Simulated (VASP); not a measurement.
# CdHgS2 (P-4m2) in VASP: settings compared

Aim: see how the results for CdHgS2 move with the level of theory and the settings. Levels: r2SCAN, PBE. Tasks: single point.

All numbers are computed with VASP 6.6.1; they aren't measurements. Logs are shortened: lines on timing, memory, paths and dates and some standing lists are left out, and cuts for length are marked.

**1. The cell of the first run**

The structure is tetragonal, space group P-4m2 (No. 115). The conventional cell has a = 4.263 Å, b = 4.263 Å, c = 6.000 Å, α = 90.00°, β = 90.00°, γ = 90.00°. Within 3.4 Å of Cd (site symmetry -4m2) lie 4 S at 2.59 Å. S (site symmetry 2mm) has 2 Cd at 2.59 Å and 2 Hg at 2.62 Å within 3.4 Å. Hg (site symmetry -4m2) has 4 S at 2.62 Å within 3.5 Å.

**2. Single point, r2SCAN (volume changed by +6%)**

POSCAR reads:

```
CdHgS2
1.0
    4.2628528370      0.0000000000      0.0000000000
    0.0000000000      4.2628528370      0.0000000000
    0.0000000000      0.0000000000      5.9997050237
Cd S Hg
1 2 1
Direct
    0.0000000000      0.0000000000      0.0000000000
    0.0000000000      0.5000000000      0.2465594813
    0.5000000000      0.0000000000      0.7534405187
    0.5000000000      0.5000000000      0.5000000000
```

INCAR.step1 reads:

```
SYSTEM = CdHgS2
PREC = Accurate
ENCUT = 520
ISMEAR = 0
SIGMA = 0.01
LREAL = .FALSE.
LASPH = .TRUE.
NELM = 80
NBANDS = 26
GGA = PE
ALGO = Normal
EDIFF = 1E-4
LWAVE = .TRUE.
LCHARG = .FALSE.
```

INCAR.step2 reads:

```
SYSTEM = CdHgS2
PREC = Accurate
ENCUT = 520
EDIFF = 1E-6
ISMEAR = 0
SIGMA = 0.01
LREAL = .FALSE.
LASPH = .TRUE.
NELM = 80
ALGO = Normal
ISIF = 2
LWAVE = .FALSE.
LCHARG = .TRUE.
METAGGA = R2SCAN
LMIXTAU = .TRUE.
LELF = .TRUE.
LVHAR = .TRUE.
NBANDS = 26
ISTART = 1
```

KPOINTS reads:

```
regular mesh
0
G
  6 6 4
  0 0 0
```

Potentials or basis: VASP PAW PBE potentials, release 64 (Cd, S, Hg).

Command:

```sh
$ cat potpaw_PBE.64/Cd/POTCAR potpaw_PBE.64/S/POTCAR potpaw_PBE.64/Hg/POTCAR > POTCAR
$ cp INCAR.step1 INCAR
$ mpirun -np 1 vasp_std > vasp.out
$ cp INCAR.step2 INCAR
$ mpirun -np 1 vasp_std > vasp.out
```

OUTCAR:

```text
SYSTEM = CdHgS2
   PREC = Accurate
   ENCUT = 520
   EDIFF = 1E-6
   ISMEAR = 0
   LREAL = .FALSE.
   LASPH = .TRUE.
   NELM = 80
   ISIF = 2
   METAGGA = R2SCAN
   ISTART = 1

 ion  position               nearest neighbor table
   1  0.000  0.000  0.000-   2 2.59   3 2.59   2 2.59   3 2.59
   2  0.000  0.500  0.247-   1 2.59   1 2.59   4 2.62   4 2.62
   3  0.500  0.000  0.753-   1 2.59   1 2.59   4 2.62   4 2.62
   4  0.500  0.500  0.500-   2 2.62   3 2.62   3 2.62   2 2.62

  LATTYP: Found a simple tetragonal cell.
 ALAT       =     4.2628528370
 C/A-ratio  =     1.4074389272

  Lattice vectors:

 A1 = (   4.2628528370,   0.0000000000,   0.0000000000)
 A2 = (   0.0000000000,   4.2628528370,   0.0000000000)
 A3 = (   0.0000000000,   0.0000000000,   5.9997050237)

Analysis of symmetry for initial positions (statically):
=====================================================================
 Subroutine PRICEL returns:
 Original cell was already a primitive cell.

 Routine SETGRP: Setting up the symmetry group for a
 simple tetragonal supercell.

 Subroutine GETGRP returns: Found  8 space group operations
 (whereof  8 operations were pure point group operations)
 out of a pool of 16 trial point group operations.

The static configuration has the point symmetry D_2d.

Analysis of symmetry for dynamics (positions and initial velocities):
=====================================================================
 Subroutine PRICEL returns:
 Original cell was already a primitive cell.

 Routine SETGRP: Setting up the symmetry group for a
 simple tetragonal supercell.

 Subroutine GETGRP returns: Found  8 space group operations
 (whereof  8 operations were pure point group operations)
 out of a pool of 16 trial point group operations.

The dynamic configuration has the point symmetry D_2d.

 Subroutine INISYM returns: Found  8 space group operations
 (whereof  8 operations are pure point group operations),
 and found     1 'primitive' translations

----------------------------------------------------------------------------------------

                                     Primitive cell

  volume of cell :     109.0261

  direct lattice vectors                    reciprocal lattice vectors
     4.262852837  0.000000000  0.000000000     0.234584687  0.000000000  0.000000000
     0.000000000  4.262852837  0.000000000     0.000000000  0.234584687  0.000000000
     0.000000000  0.000000000  5.999705024     0.000000000  0.000000000  0.166674861

  length of vectors
     4.262852837  4.262852837  5.999705024     0.234584687  0.234584687  0.166674861

  position of ions in fractional coordinates (direct lattice)
     0.000000000  0.000000000  0.000000000
     0.000000000  0.500000000  0.246559481
     0.500000000  0.000000000  0.753440519
     0.500000000  0.500000000  0.500000000

  ion indices of the primitive-cell ions
   primitive index   ion index
                 1           1
                 2           2
                 3           3
                 4           4

----------------------------------------------------------------------------------------

 KPOINTS: regular mesh

Automatic generation of k-mesh.
 Grid dimensions read from file:
 generate k-points for:    6    6    4

 Generating k-lattice:

  Cartesian coordinates                     Fractional coordinates (reciprocal lattice)
     0.039097448  0.000000000  0.000000000     0.166666667  0.000000000  0.000000000
     0.000000000  0.039097448  0.000000000     0.000000000  0.166666667  0.000000000
     0.000000000  0.000000000  0.041668715     0.000000000  0.000000000  0.250000000

  Length of vectors
     0.039097448  0.039097448  0.041668715

  Shift w.r.t. Gamma in fractional coordinates (k-lattice)
     0.000000000  0.000000000  0.000000000

 Subroutine IBZKPT returns following result:
 ===========================================

 Found     30 irreducible k-points:

 Following reciprocal coordinates:
            Coordinates               Weight
  0.000000  0.000000  0.000000      1.000000
  0.166667  0.000000  0.000000      4.000000
  0.333333  0.000000  0.000000      4.000000
  0.500000  0.000000  0.000000      2.000000
  0.166667  0.166667  0.000000      4.000000
  0.333333  0.166667  0.000000      8.000000
[... 16 lines left out ...]
  0.333333  0.000000  0.500000      4.000000
  0.500000  0.000000  0.500000      2.000000
 [... further k-points ...]
   k-points           NKPTS =     30   k-points in BZ     NKDIM =     30   number of bands    NBANDS=     26
   number of dos      NEDOS =    301   number of ions     NIONS =      4
   total plane-waves  NPLWV =  49152
   dimension x,y,z NGX =    32 NGY =   32 NGZ =   48
   dimension x,y,z NGXF=    64 NGYF=   64 NGZF=   96
   ions per type =               1   2   1
   NGX,Y,Z   is equivalent  to a cutoff of  12.48, 12.48, 13.30 a.u.
   NGXF,Y,Z  is equivalent  to a cutoff of  24.96, 24.96, 26.60 a.u.
 SYSTEM =  CdHgS2
[... 63 lines left out ...]
 Fermi energy:         0.7927422521

 k-point     1 :       0.0000    0.0000    0.0000
  band No.  band energies     occupation
      1     -12.1006      2.00000
      2     -11.5680      2.00000
      3      -7.1699      2.00000
      4      -7.1699      2.00000
      5      -7.0133      2.00000
      6      -6.9982      2.00000
[... 18 lines left out ...]
     25       9.7303      0.00000
     26      11.3908      0.00000

 k-point     2 :       0.1667    0.0000    0.0000
  band No.  band energies     occupation
      1     -12.0328      2.00000
      2     -11.5710      2.00000
      3      -7.1631      2.00000
      4      -7.1546      2.00000
      5      -6.9812      2.00000
      6      -6.9634      2.00000
[... 18 lines left out ...]
     25       9.4836      0.00000
     26      10.4690      0.00000

 k-point     3 :       0.3333    0.0000    0.0000
  band No.  band energies     occupation
      1     -11.8701      2.00000
      2     -11.6013      2.00000
      3      -7.1489      2.00000
      4      -7.1044      2.00000
      5      -6.9272      2.00000
      6      -6.9022      2.00000
[... 18 lines left out ...]
     25       8.6866      0.00000
     26       9.3516      0.00000

 k-point     4 :       0.5000    0.0000    0.0000
  band No.  band energies     occupation
      1     -11.7237      2.00000
      2     -11.6801      2.00000
      3      -7.1414      2.00000
      4      -7.0743      2.00000
      5      -6.9180      2.00000
      6      -6.8874      2.00000
[... 18 lines left out ...]
     25       8.5271      0.00000
     26       8.6658      0.00000

 k-point     5 :       0.1667    0.1667    0.0000
  band No.  band energies     occupation
      1     -11.9694      2.00000
      2     -11.5694      2.00000
      3      -7.1555      2.00000
      4      -7.1288      2.00000
      5      -6.9491      2.00000
      6      -6.9386      2.00000
[... 18 lines left out ...]
     25       8.9763      0.00000
     26       9.2143      0.00000

 k-point     6 :       0.3333    0.1667    0.0000
  band No.  band energies     occupation
      1     -11.8191      2.00000
      2     -11.5871      2.00000
      3      -7.1327      2.00000
      4      -7.0647      2.00000
      5      -6.9366      2.00000
      6      -6.8907      2.00000
[... 427 lines left out ...]
 k-point    21 :       0.0000    0.0000    0.5000
  band No.  band energies     occupation
      1     -11.8690      2.00000
      2     -11.8006      2.00000
      3      -7.1582      2.00000
      4      -7.1582      2.00000
      5      -7.0858      2.00000
      6      -6.9750      2.00000
[... 18 lines left out ...]
     25       9.0157      0.00000
     26       9.0157      0.00000

 k-point    22 :       0.1667    0.0000    0.5000
  band No.  band energies     occupation
      1     -11.8314      2.00000
      2     -11.7707      2.00000
      3      -7.1564      2.00000
      4      -7.1497      2.00000
      5      -7.0061      2.00000
      6      -6.9541      2.00000
[... 18 lines left out ...]
     25       8.6589      0.00000
     26       8.7645      0.00000

 k-point    23 :       0.3333    0.0000    0.5000
  band No.  band energies     occupation
      1     -11.7562      2.00000
      2     -11.7096      2.00000
      3      -7.1526      2.00000
      4      -7.0986      2.00000
      5      -6.9097      2.00000
      6      -6.9027      2.00000
[... 18 lines left out ...]
     25       8.1603      0.00000
     26       8.2833      0.00000

 k-point    24 :       0.5000    0.0000    0.5000
  band No.  band energies     occupation
      1     -11.7191      2.00000
      2     -11.6778      2.00000
      3      -7.1507      2.00000
      4      -7.0714      2.00000
      5      -6.9276      2.00000
      6      -6.8399      2.00000
[... 18 lines left out ...]
     25       8.0791      0.00000
     26       8.1566      0.00000

 [... further k-points ...]

------------------------ aborting loop because EDIFF is reached ----------------------------------------

  FORCE on cell =-STRESS in cart. coord.  units (eV):
  Direction    XX          YY          ZZ          XY          YZ          ZX
  --------------------------------------------------------------------------------------
  -------------------------------------------------------------------------------------
  Total       -1.9271813     -1.9271813     -1.9151685      0.0000000      0.0000000      0.0000000
  in kB      -28.3206086    -28.3206086    -28.1440755      0.0000000      0.0000000      0.0000000
  external PRESSURE =     -28.2617642 kB  Pullay stress =       0.0000000 kB

 VOLUME and BASIS-vectors are now :
 -----------------------------------------------------------------------------
  energy-cutoff  :      520.00
  volume of cell :      109.03
      direct lattice vectors                 reciprocal lattice vectors
     4.262852837  0.000000000  0.000000000     0.234584687  0.000000000  0.000000000
     0.000000000  4.262852837  0.000000000     0.000000000  0.234584687  0.000000000
     0.000000000  0.000000000  5.999705024     0.000000000  0.000000000  0.166674861

 POSITION                                       TOTAL-FORCE (eV/Angst)
 -----------------------------------------------------------------------------------
      0.00000      0.00000      0.00000        -0.000000      0.000000      0.000000
      0.00000      2.13143      1.47928         0.000000      0.000000     -0.001672
      2.13143      0.00000      4.52042         0.000000      0.000000      0.001672
      2.13143      2.13143      2.99985         0.000000     -0.000000      0.000000
 -----------------------------------------------------------------------------------
    total drift:                                0.000000      0.000000     -0.000000

  FREE ENERGIE OF THE ION-ELECTRON SYSTEM (eV)
  ---------------------------------------------------
  free  energy   TOTEN  =       -87.3610976590 eV

  energy  without entropy=      -87.3610976590  energy(sigma->0) =      -87.36109766
```

Wall time 1.8 min (1 thread of Intel Xeon Platinum 8559C (Emerald Rapids), shared host); peak memory 0.28 GiB.

What came out:

- Free energy: -87.3611 eV
- Pressure: -2.8 GPa
- Band gap on the k mesh: 0.51 eV, direct

Caveat: the cell differs from its parent crystal (volume changed by +6%); the PAW data sets were made with another functional, which shifts forces and pressure a little; spin-orbit coupling is left out, which moves the levels of the heavy elements.

**3. Single point, PBE (volume changed by -6%)**

INCAR reads:

```
ALGO = Normal
EDIFF = 1E-6
ENCUT = 520
GGA = PE
ISIF = 2
ISMEAR = 0
LASPH = T
LCHARG = F
LREAL = F
LWAVE = F
NBANDS = 26
NELM = 60
PREC = Accurate
SIGMA = 0.01
```

KPOINTS reads:

```
k-points
0
Gamma
  6 6 4
```

POSCAR reads:

```
CdHgS2
1.0
    4.1324696302      0.0000000000      0.0000000000
    0.0000000000      4.1324696302      0.0000000000
    0.0000000000      0.0000000000      5.8204839343
Cd S Hg
1 2 1
Direct
    0.0000000000      0.0000000000      0.0000000000
    0.0000000000      0.5000000000      0.2462934548
    0.5000000000      0.0000000000      0.7537065452
    0.5000000000      0.5000000000      0.5000000000
```

Potentials or basis: VASP PAW PBE potentials, release 64 (Cd, S, Hg).

Command:

```sh
$ cat potpaw_PBE.64/Cd/POTCAR potpaw_PBE.64/S/POTCAR potpaw_PBE.64/Hg/POTCAR > POTCAR
$ mpirun -np 1 vasp_std > vasp.out
```

It took 47 s on 1 thread of Intel Xeon Platinum 8488C (Sapphire Rapids), shared host; peak memory 0.26 GiB.

It converged, with:

```yaml
Free_energy: -10.6018 eV
Pressure: 4.1 GPa
Band_gap_on_the_k_mesh: 0.33 eV, direct
```

Forces in eV/Å, atoms in the order of the input:
```
Cd   0.000  0.000  0.000
S    0.000  0.000  0.003
S    0.000  0.000 -0.003
Hg   0.000  0.000  0.000
```

Levels at points of the mesh, in eV from the valence-band top:
| k point | band 14 | band 15 | band 16 | band 17 | band 18 | band 19 | band 20 | band 21 | band 22 | band 23 |
| --- | --- | --- | --- | --- | --- | --- | --- | --- | --- | --- |
| (0.00, 0.00, 0.00) | -2.17 | -2.17 | -0.03 | 0.00 | 0.00 | 0.33 | 3.49 | 3.80 | 6.27 | 6.27 |
| (0.50, 0.00, 0.00) | -3.48 | -2.30 | -2.13 | -1.03 | -0.76 | 3.11 | 4.00 | 5.90 | 6.07 | 6.51 |
| (0.50, 0.50, 0.00) | -4.02 | -2.21 | -2.12 | -2.12 | -2.04 | 3.18 | 3.48 | 3.48 | 4.41 | 8.74 |
| (0.00, 0.00, 0.50) | -2.11 | -1.36 | -1.36 | -0.96 | -0.96 | 2.76 | 3.30 | 4.24 | 4.59 | 7.85 |
| (0.50, 0.00, 0.50) | -4.74 | -1.05 | -0.95 | -0.80 | -0.73 | 1.81 | 2.79 | 6.75 | 6.79 | 6.92 |
| (0.50, 0.50, 0.50) | -4.29 | -2.57 | -2.57 | -2.38 | -2.18 | 4.10 | 5.20 | 5.38 | 5.38 | 7.04 |

Caveat: the cell differs from its parent crystal (volume changed by -6%); spin-orbit coupling is left out, which moves the levels of the heavy elements.

**4. Single point, PBE**

This run uses another cell than the first one, of 25.71 Å³/atom, 0.943 times its volume.

INCAR reads:

```
SYSTEM = CdHgS2
ALGO = Normal ; EDIFF = 1E-6
ENCUT = 520 ; GGA = PE
ISIF = 2 ; ISMEAR = 0
LASPH = .TRUE. ; LCHARG = .FALSE.
LREAL = .FALSE. ; LWAVE = .FALSE.
NBANDS = 26 ; NELM = 60
PREC = Accurate ; SIGMA = 0.01
```

KPOINTS reads:

```
k-points
0
G
  6 6 4
  0 0 0
```

POSCAR reads:

```
CdHgS2
1.0
    4.1808544805      0.0000000000      0.0000000000
    0.0000000000      4.1808544805      0.0000000000
    0.0000000000      0.0000000000      5.8842973448
Cd S Hg
1 2 1
Direct
    0.0000000000      0.0000000000      0.0000000000
    0.0000000000      0.5000000000      0.2465594813
    0.5000000000      0.0000000000      0.7534405187
    0.5000000000      0.5000000000      0.5000000000
```

Command:

```sh
$ cat potpaw_PBE.64/Cd/POTCAR potpaw_PBE.64/S/POTCAR potpaw_PBE.64/Hg/POTCAR > POTCAR
$ mpirun -np 1 vasp_std > vasp.out
```

It took 46 s on 1 thread of Intel Xeon Platinum 8488C (Sapphire Rapids), shared host; peak memory 0.26 GiB.

Results (log left out):

| Item | Value |
| --- | --- |
| Free energy | -10.6660 eV |
| Pressure | 1.8 GPa |
| Largest force | 0.011 eV/Å |
| Band gap on the k mesh | 0.27 eV, direct |

Forces on the atoms (eV/Å):
```
Cd   0.000  0.000  0.000
S    0.000  0.000 -0.011
S    0.000  0.000  0.011
Hg   0.000  0.000  0.000
```

Levels at points of the mesh, in eV from the valence-band top:
```
           k point  band 14  band 15  band 16  band 17  band 18  band 19  band 20  band 21  band 22  band 23
(0.00, 0.00, 0.00)    -2.03    -2.03    -0.02     0.00     0.00     0.27     3.55     3.75     6.30     6.30
(0.50, 0.00, 0.00)    -3.37    -2.17    -2.00    -0.97    -0.71     3.02     3.90     5.91     6.10     6.46
(0.50, 0.50, 0.00)    -3.88    -2.07    -1.99    -1.99    -1.91     3.15     3.54     3.54     4.36     8.64
(0.00, 0.00, 0.50)    -2.07    -1.28    -1.28    -0.89    -0.89     2.67     3.24     4.30     4.63     7.82
(0.50, 0.00, 0.50)    -4.51    -0.99    -0.89    -0.74    -0.68     1.78     2.75     6.78     6.81     6.92
(0.50, 0.50, 0.50)    -4.11    -2.40    -2.40    -2.25    -2.07     3.99     5.06     5.40     5.40     7.00
```

Caveat: spin-orbit coupling is left out, which moves the levels of the heavy elements.

**5. Single point, PBE (volume changed by -3%)**

INCAR reads:

```
ALGO     = Normal         # electronic algorithm
EDIFF    = 1E-7           # SCF threshold, eV
ENCUT    = 520            # plane-wave cutoff, eV
GGA      = PE             # functional
ISIF     = 2              # what is computed and relaxed
ISMEAR   = 0              # smearing method
LASPH    = T              # aspherical terms in the spheres
LCHARG   = F              # write CHGCAR
LREAL    = F              # projectors in reciprocal space
LWAVE    = F              # write WAVECAR
NBANDS   = 26             # bands
NELM     = 80             # most SCF steps
PREC     = Accurate       # precision mode
SIGMA    = 0.01           # smearing width, eV
```

KPOINTS reads:

```
k-points
0
Gamma
  6 6 4
```

POSCAR reads:

```
CdHgS2
1.0
    4.1759725074      0.0000000000      0.0000000000
    0.0000000000      4.1759725074      0.0000000000
    0.0000000000      0.0000000000      5.8817566890
Cd S Hg
1 2 1
Direct
    0.0000000000      0.0000000000      0.0000000000
    0.0000000000      0.5000000000      0.2462934548
    0.5000000000      0.0000000000      0.7537065452
    0.5000000000      0.5000000000      0.5000000000
```

Command:

```sh
$ cat potpaw_PBE.64/Cd/POTCAR potpaw_PBE.64/S/POTCAR potpaw_PBE.64/Hg/POTCAR > POTCAR
$ mpirun -np 1 vasp_std > vasp.out
```

Wall time 46 s (1 thread of Intel Xeon Platinum 8488C (Sapphire Rapids), shared host); peak memory 0.26 GiB.

The run converged. Its results:

```yaml
Free_energy: -10.6625 eV
Pressure: 2.0 GPa
Largest_force: 0.003 eV/Å
Band_gap_on_the_k_mesh: 0.27 eV, direct
```

Forces on the atoms (eV/Å):
```
Cd   0.000  0.000  0.000
S    0.000  0.000  0.003
S    0.000  0.000 -0.003
Hg   0.000  0.000  0.000
```

Levels at points of the mesh, in eV from the valence-band top:
```tsv
k point	band 16	band 17	band 18	band 19	band 20	band 21
(0.00, 0.00, 0.00)	-0.02	0.00	0.00	0.27	3.55	3.76
(0.50, 0.00, 0.00)	-2.01	-0.98	-0.72	3.02	3.91	5.92
(0.50, 0.50, 0.00)	-2.00	-2.00	-1.92	3.14	3.54	3.54
(0.00, 0.00, 0.50)	-1.29	-0.90	-0.90	2.67	3.24	4.30
(0.50, 0.00, 0.50)	-0.89	-0.75	-0.68	1.78	2.76	6.77
(0.50, 0.50, 0.50)	-2.41	-2.26	-2.08	3.99	5.08	5.40
```

Caveat: the cell differs from its parent crystal (volume changed by -3%); spin-orbit coupling is left out, which moves the levels of the heavy elements.

**6. The runs side by side**

| level | cell | gap on the mesh (eV) | pressure (GPa) |
| --- | --- | --- | --- |
| r2SCAN | a = 4.263, b = 4.263, c = 6.000 Å, 4 atoms | 0.51 | -2.8 |
| PBE | a = 4.132, b = 4.132, c = 5.820 Å, 4 atoms | 0.33 | 4.1 |
| PBE | a = 4.181, b = 4.181, c = 5.884 Å, 4 atoms | 0.27 | 1.8 |
| PBE | a = 4.176, b = 4.176, c = 5.882 Å, 4 atoms | 0.27 | 2.0 |

Alike in all rows: task single point; potentials or basis VASP PAW PBE potentials, release 64 (Cd, S, Hg); no spin polarisation; k mesh 6 × 6 × 4; cutoff (eV) 520; smearing gaussian 0.01 eV.

Caveats: spin-orbit coupling is left out, which moves the levels of the heavy elements; the PAW data sets were made with another functional, which shifts forces and pressure a little (some runs).

Total energies depend on the potentials used, so only differences within one code and one set of settings carry meaning.
